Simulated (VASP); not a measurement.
# GaSb (Immm) in VASP: a series of runs, part 2 of 2

VASP 6.6.1. Earlier steps stand in the parts before.

### 3 Single point, r2SCAN

POSCAR reads:

```
GaSb
1.0
   -1.4641588984      2.5172742004      3.2672541310
    1.4641588984     -2.5172742004      3.2672541310
    1.4641588984      2.5172742004     -3.2672541310
Ga Sb
1 1
Direct
    0.0000000000      0.0000000000      0.0000000000
    0.5000000000      0.5000000000      0.0000000000
```

INCAR.step1 reads:

```
PREC = Accurate ; ENCUT = 520
ISMEAR = 0 ; SIGMA = 0.15
LREAL = False ; LASPH = True
NELM = 100 ; NBANDS = 16
GGA = PE ; ALGO = Normal
EDIFF = 1E-4 ; LWAVE = True
LCHARG = False
```

INCAR.step2 reads:

```
PREC = Accurate ; ENCUT = 520
EDIFF = 1E-7 ; ISMEAR = 0
SIGMA = 0.15 ; LREAL = False
LASPH = True ; NELM = 100
ALGO = Normal ; ISIF = 2
LWAVE = False ; LCHARG = False
METAGGA = R2SCAN ; LMIXTAU = True
NBANDS = 16 ; ISTART = 1
```

KPOINTS reads:

```
regular mesh
0
Gamma
  20 20 20
```

Potentials or basis: VASP PAW PBE potentials, release 64 (Ga_d, Sb).

Run with:

```
> cat potpaw_PBE.64/Ga_d/POTCAR potpaw_PBE.64/Sb/POTCAR > POTCAR
> cp INCAR.step1 INCAR
> mpirun -np 1 vasp_std > vasp.out
> cp INCAR.step2 INCAR
> mpirun -np 1 vasp_std > vasp.out
```

OUTCAR:

```text
PREC = Accurate
   ENCUT = 520
   EDIFF = 1E-7
   ISMEAR = 0
   LREAL = False
   LASPH = True
   NELM = 100
   ISIF = 2
   METAGGA = R2SCAN
   ISTART = 1

 ion  position               nearest neighbor table
   1  0.000  0.000  0.000-   2 2.91   2 2.91   2 2.91   2 2.91   2 3.27   2 3.27
   2  0.500  0.500  0.000-   1 2.91   1 2.91   1 2.91   1 2.91   1 3.27   1 3.27

  LATTYP: Found a body centered orthorhombic cell.
 ALAT       =     2.9283177968
 B/A-ratio  =     1.7192629865
 C/A-ratio  =     2.2314887643

  Lattice vectors:

 A1 = (  -1.4641588984,   2.5172742004,   3.2672541310)
 A2 = (   1.4641588984,  -2.5172742004,   3.2672541310)
 A3 = (   1.4641588984,   2.5172742004,  -3.2672541310)

Analysis of symmetry for initial positions (statically):
=====================================================================
 Subroutine PRICEL returns:
 Original cell was already a primitive cell.

 Routine SETGRP: Setting up the symmetry group for a
 body centered orthorhombic supercell.

 Subroutine GETGRP returns: Found  8 space group operations
 (whereof  8 operations were pure point group operations)
 out of a pool of  8 trial point group operations.

The static configuration has the point symmetry D_2h.

Analysis of symmetry for dynamics (positions and initial velocities):
=====================================================================
 Subroutine PRICEL returns:
 Original cell was already a primitive cell.

 Routine SETGRP: Setting up the symmetry group for a
 body centered orthorhombic supercell.

 Subroutine GETGRP returns: Found  8 space group operations
 (whereof  8 operations were pure point group operations)
 out of a pool of  8 trial point group operations.

The dynamic configuration has the point symmetry D_2h.

 Subroutine INISYM returns: Found  8 space group operations
 (whereof  8 operations are pure point group operations),
 and found     1 'primitive' translations

----------------------------------------------------------------------------------------

                                     Primitive cell

  volume of cell :      48.1683

  direct lattice vectors                    reciprocal lattice vectors
    -1.464158898  2.517274200  3.267254131     0.000000000  0.198627547  0.153033704
     1.464158898 -2.517274200  3.267254131     0.341492990  0.000000000  0.153033704
     1.464158898  2.517274200 -3.267254131     0.341492990  0.198627547  0.000000000

  length of vectors
     4.376685988  4.376685988  4.376685988     0.250743329  0.374214880  0.395057419

  position of ions in fractional coordinates (direct lattice)
     0.000000000  0.000000000  0.000000000
     0.500000000  0.500000000  0.000000000

  ion indices of the primitive-cell ions
   primitive index   ion index
                 1           1
                 2           2

----------------------------------------------------------------------------------------

 KPOINTS: regular mesh

Automatic generation of k-mesh.
 Grid dimensions read from file:
 generate k-points for:   20   20   20

 Generating k-lattice:

  Cartesian coordinates                     Fractional coordinates (reciprocal lattice)
     0.000000000  0.009931377  0.007651685     0.050000000 -0.000000000  0.000000000
     0.017074649  0.000000000  0.007651685    -0.000000000  0.050000000  0.000000000
     0.017074649  0.009931377  0.000000000     0.000000000 -0.000000000  0.050000000

  Length of vectors
     0.012537166  0.018710744  0.019752871

  Shift w.r.t. Gamma in fractional coordinates (k-lattice)
     0.000000000  0.000000000  0.000000000

 Subroutine IBZKPT returns following result:
 ===========================================

 Found   1166 irreducible k-points:

 Following reciprocal coordinates:
            Coordinates               Weight
  0.000000  0.000000  0.000000      1.000000
  0.050000 -0.000000  0.000000      4.000000
  0.100000 -0.000000  0.000000      4.000000
  0.150000  0.000000  0.000000      4.000000
  0.200000 -0.000000  0.000000      4.000000
  0.250000 -0.000000  0.000000      4.000000
[... 16 lines left out ...]
 -0.450000  0.050000  0.000000      8.000000
 -0.400000  0.050000 -0.000000      8.000000
 [... further k-points ...]
   k-points           NKPTS =   1166   k-points in BZ     NKDIM =   1166   number of bands    NBANDS=     16
   number of dos      NEDOS =    301   number of ions     NIONS =      2
   total plane-waves  NPLWV =  46656
   dimension x,y,z NGX =    36 NGY =   36 NGZ =   36
   dimension x,y,z NGXF=    72 NGYF=   72 NGZF=   72
   ions per type =               1   1
   NGX,Y,Z   is equivalent  to a cutoff of  13.67, 13.67, 13.67 a.u.
   NGXF,Y,Z  is equivalent  to a cutoff of  27.35, 27.35, 27.35 a.u.
 SYSTEM =  unknown system
   PREC   = accura    normal or accurate (medium, high low for compatibility)
   ISTART =      1    job   : 0-new  1-cont  2-samecut
   ICHARG =      0    charge: 1-file 2-atom 10-const
   ISPIN  =      1    spin polarized calculation?
   LNONCOLLINEAR =      F non collinear calculations
   LSORBIT =      F    spin-orbit coupling
   LASPH  =      T    aspherical Exc in radial PAW
   ENCUT  =  520.0 eV  38.22 Ry    6.18 a.u.   8.14  8.14  8.14*2*pi/ulx,y,z
   NELM   =    100;   NELMIN=  2; NELMDL=  0     # of ELM steps
   EDIFF  = 0.1E-06   stopping-criterion for ELM
   LREAL  =      F    real-space projection
   EDIFFG = 0.1E-05   stopping-criterion for IOM
   NSW    =      0    number of steps for IOM
   IBRION =     -1    ionic relax: 0-MD 1-quasi-New 2-CG
   NFREE  =      0    steps in history (QN), initial steepest desc. (CG)
   ISIF   =      2    stress and relaxation
   ISYM   =      2    0-nonsym 1-usesym 2-fastsym
   POTIM  = 0.5000    time-step for ionic-motion
   TEBEG  =    0.0;   TEEND  =   0.0 temperature during run
   PSTRESS=    0.0 pullay stress
   NELECT =      18.0000    total number of electrons
   NUPDOWN=      -1.0000    fix difference up-down
   EMIN   =  10.00;   EMAX   =-10.00  energy-range for DOS
   EFERMI =   0.00;   METHOD = LEGACY
   ISMEAR =     0;   SIGMA  =   0.15  broadening in eV -4-tet -1-fermi 0-gaus
   EFERMI_NEDOS =   21; number of points for ismear=-14 and -15
   IALGO  =     38    algorithm
   IMIX   =      4    mixing-type and parameters
     AMIX     =   0.40;   BMIX     =  1.00
     AMIX_MAG =   1.60;   BMIX_MAG =  1.00
  volume/ion in A,a.u.               =      24.08       162.53
  Fermi-wavevector in a.u.,A,eV,Ry     =   1.179176  2.228319 18.918287  1.390455
  Thomas-Fermi vector in A             =   2.315491
   LORBIT       =      0    0 simple, 1 ext, 2 COOP (PROOUT), +10 PAW based schemes
   METAGGA = R2SCAN    functional components
   LHFCALC =     F    Hartree Fock is set to
   AEXX    =    0.0000 exact exchange contribution
   IVDW    =     0    specifies the selected vdW correction
   LEPSILON=     F    determine dielectric tensor
   LRPA    =     F    only Hartree local field effects (RPA)
 non-spin polarized calculation
 Gauss-broadening in eV      SIGMA  =   0.15
  energy-cutoff  :      520.00
  volume of cell :       48.17
 maximum number of plane-waves:      1321
 NGX is ok and might be reduce to    36
   NGX = 17   NGY = 17   NGZ = 17

 number of electron      17.9999995 magnetization

 Free energy of the ion-electron system (eV)
  ---------------------------------------------------
  ext. energy  EPLUGINS =         0.00000000
  ---------------------------------------------------
  free energy    TOTEN  =       -36.60406316 eV

  energy without entropy =      -36.59444085  energy(sigma->0) =      -36.59925201

 E-fermi :   6.5077     XC(G=0): -10.9123

 val. band max:        6.5063451787   @ k =   0.5000  -0.2000   0.1500
 cond. band min:       6.5115939876   @ k =   0.2000   0.1500   0.1000
 fundamental gap:      0.0052488089
 Fermi energy:         6.5077443170

 k-point     1 :       0.0000    0.0000    0.0000
  band No.  band energies     occupation
      1      -9.1048      2.00000
      2      -9.0107      2.00000
      3      -8.9709      2.00000
      4      -8.9192      2.00000
      5      -8.8885      2.00000
      6      -6.3039      2.00000
[... 8 lines left out ...]
     15      17.3953      0.00000
     16      17.7017      0.00000
[... 419 lines left out ...]
 k-point    24 :      -0.4000    0.0500   -0.0000
  band No.  band energies     occupation
      1      -9.0961      2.00000
      2      -9.0008      2.00000
      3      -8.9650      2.00000
      4      -8.9264      2.00000
      5      -8.8898      2.00000
      6      -5.2570      2.00000
[... 8 lines left out ...]
     15      17.5324      0.00000
     16      18.3138      0.00000

 [... further k-points ...]

------------------------ aborting loop because EDIFF is reached ----------------------------------------

  FORCE on cell =-STRESS in cart. coord.  units (eV):
  Direction    XX          YY          ZZ          XY          YZ          ZX
  --------------------------------------------------------------------------------------
  -------------------------------------------------------------------------------------
  Total        2.9526410      2.1566242     -2.6848168      0.0000000      0.0000000      0.0000000
  in kB       98.2108754     71.7337303    -89.3024960      0.0000000      0.0000000      0.0000000
  external PRESSURE =      26.8807032 kB  Pullay stress =       0.0000000 kB

 VOLUME and BASIS-vectors are now :
 -----------------------------------------------------------------------------
  energy-cutoff  :      520.00
  volume of cell :       48.17
      direct lattice vectors                 reciprocal lattice vectors
    -1.464158898  2.517274200  3.267254131     0.000000000  0.198627547  0.153033704
     1.464158898 -2.517274200  3.267254131     0.341492990  0.000000000  0.153033704
     1.464158898  2.517274200 -3.267254131     0.341492990  0.198627547  0.000000000

 POSITION                                       TOTAL-FORCE (eV/Angst)
 -----------------------------------------------------------------------------------
      0.00000      0.00000      0.00000        -0.000000      0.000000      0.000000
      0.00000      0.00000      3.26725         0.000000     -0.000000     -0.000000
 -----------------------------------------------------------------------------------
    total drift:                               -0.000000     -0.000000     -0.000000

  FREE ENERGIE OF THE ION-ELECTRON SYSTEM (eV)
  ---------------------------------------------------
  free  energy   TOTEN  =       -36.6040631593 eV

  energy  without entropy=      -36.5944408542  energy(sigma->0) =      -36.59925201
```

OSZICAR.step1:

```text
N       E                     dE             d eps       ncg     rms          rms(c)
DAV:   1     0.793172425747E+02    0.79317E+02   -0.86113E+03 38168   0.147E+03
DAV:   2    -0.804531590512E+00   -0.80122E+02   -0.77318E+02 43768   0.302E+02
DAV:   3    -0.655248839776E+01   -0.57480E+01   -0.57214E+01 44864   0.623E+01
DAV:   4    -0.664652495361E+01   -0.94037E-01   -0.94019E-01 46112   0.881E+00
DAV:   5    -0.664863550575E+01   -0.21106E-02   -0.21105E-02 47352   0.119E+00    0.252E+00
DAV:   6    -0.663112527062E+01    0.17510E-01   -0.34581E-02 49128   0.306E+00    0.142E+00
DAV:   7    -0.662775750792E+01    0.33678E-02   -0.99805E-03 55368   0.109E+00    0.272E-01
DAV:   8    -0.662769657399E+01    0.60934E-04   -0.13129E-03 47176   0.449E-01    0.317E-02
DAV:   9    -0.662771807640E+01   -0.21502E-04   -0.76299E-05 31920   0.719E-02
   1 F= -.66277181E+01 E0= -.66223750E+01  d E =-.106862E-01
```

Run time: 2.5 h. Hardware: 1 thread of Oxide Virtual Turin-like, shared host; peak memory 0.96 GiB.

What came out:

```yaml
Free_energy: -36.6041 eV
Pressure: 2.7 GPa
Band_gap_on_the_k_mesh: zero (bands 9 and 10 overlap by 5.56 eV)
```

Stress tensor (GPa, compression positive):
```
 9.82  0.00  0.00
 0.00  7.17  0.00
 0.00  0.00 -8.93
```

Levels at points of the mesh, in eV from the Fermi level:
```csv
k point,band 5,band 6,band 7,band 8,band 9,band 10,band 11,band 12,band 13,band 14
"(0.00, 0.00, 0.00)",-15.40,-12.81,-3.85,-3.77,-1.05,2.86,3.78,6.48,6.53,10.75
"(0.50, 0.00, 0.00)",-15.39,-11.55,-8.80,-1.62,0.19,2.90,3.67,6.67,8.91,10.45
"(0.00, 0.50, 0.00)",-15.35,-8.03,-6.52,-1.31,-0.07,-0.02,1.32,1.85,2.93,8.65
"(0.50, 0.50, 0.00)",-15.34,-7.53,-5.65,-3.46,-3.46,-0.85,3.70,5.69,7.18,7.20
"(0.50, 0.50, 0.50)",-15.39,-11.19,-5.76,-5.36,-5.20,5.14,7.22,8.94,11.70,11.97
```

Caveat: the stress differs along the axes, from -9 to 10 GPa; the PAW data sets were made with another functional, which shifts forces and pressure a little; spin-orbit coupling is left out, which moves the levels of the heavy elements.
